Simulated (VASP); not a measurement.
Dy5C:

```
CELL_PARAMETERS angstrom
3.62052 0.00000 0.00000
0.00000 5.80175 0.00000
0.00000 0.00000 6.80212
ATOMIC_POSITIONS crystal
Dy 0.00000 0.00000 0.80338
Dy 0.00000 0.00000 0.19662
Dy 0.00000 0.27600 0.50000
Dy 0.00000 0.72400 0.50000
Dy 0.50000 0.00000 0.50000
C 0.00000 0.50000 0.00000
```

The cell was generated, and may not be a known phase.

| Quantity | Value |
| --- | --- |
| Program | VASP 6.6.1 |
| Task | relaxation of cell and atoms |
| Functional | PBE |
| Potentials or basis | VASP PAW PBE potentials, release 64 (Dy_3, C), 4f in core |
| Cutoff | 600 eV |
| k mesh | 5 × 3 × 3 |
| Occupations | gaussian, width 0.2 eV |
| Spin | no spin polarisation |

At the start: pressure 28.5 GPa; volume 23.81 Å³/atom.

Question: How do energy, volume and symmetry change on relaxing?

Answer: Over 24 steps the energy falls by 1420.5 meV/atom and the volume is 39.83 Å³/atom (+67.2 %); space group Pmmm (No. 47, to 0.1 Å) before, P4/mmm (No. 123, to 0.1 Å).

Step by step:
```
step  energy change (eV)  largest force (eV/Å)  pressure (GPa)  volume (Å³)
   1              0.0000                6.7319           28.48       142.88
   2             -4.9553                6.9766            0.18       249.20
   3             -6.3618                2.4597            3.70       202.17
   4             -7.0573                0.5417            0.32       229.75
   5             -7.0891                0.4714           -0.04       235.44
   6             -7.0892                0.6189           -0.64       247.08
   7             -7.0988                0.4876           -0.39       241.77
   8             -7.2366                0.5559           -0.32       241.00
   9             -7.5492                0.7539            0.18       238.28
  10             -7.8938                0.8582            2.13       228.92
  11             -7.9131                0.9597            1.51       231.44
  12             -7.9147                0.9088            1.82       230.13
  13             -7.9607                0.7843            1.78       230.96
  14             -8.0277                0.6921            1.74       233.25
  15             -8.0896                0.6630            1.47       234.91
  16             -8.2390                0.5721            0.70       239.92
  17             -8.3911                0.3725           -0.59       249.88
  18             -8.4032                0.2992           -0.95       253.19
  19             -8.4411                0.3003           -0.79       250.70
  20             -8.5092                0.2613           -0.27       243.20
  21             -8.5151                0.2209            0.00       239.98
  22             -8.5152                0.2258           -0.03       240.30
  23             -8.5191                0.1519           -0.02       239.89
  24             -8.5227                0.0136           -0.01       238.97
```

Final structure:
```yaml
crystal:
  lattice:
    - [3.37088, 0.00000, 0.00000]
    - [0.00000, 8.41256, 0.00000]
    - [0.00000, 0.00000, 8.42688]
  atoms:
    - { symbol: Dy, position: [0.00000, 0.00000, 0.81674] }
    - { symbol: Dy, position: [0.00000, 0.00000, 0.18326] }
    - { symbol: Dy, position: [0.00000, 0.31662, 0.50000] }
    - { symbol: Dy, position: [0.00000, 0.68338, 0.50000] }
    - { symbol: Dy, position: [0.50000, 0.00000, 0.50000] }
    - { symbol: C, position: [0.00000, 0.50000, 0.00000] }
```

Caveat: the k points lie up to 0.37 Å⁻¹ apart in the final cell, too coarse for converged energies and pressures of a metal; the volume moved by over 15 % at a fixed basis, so the end points are rough.
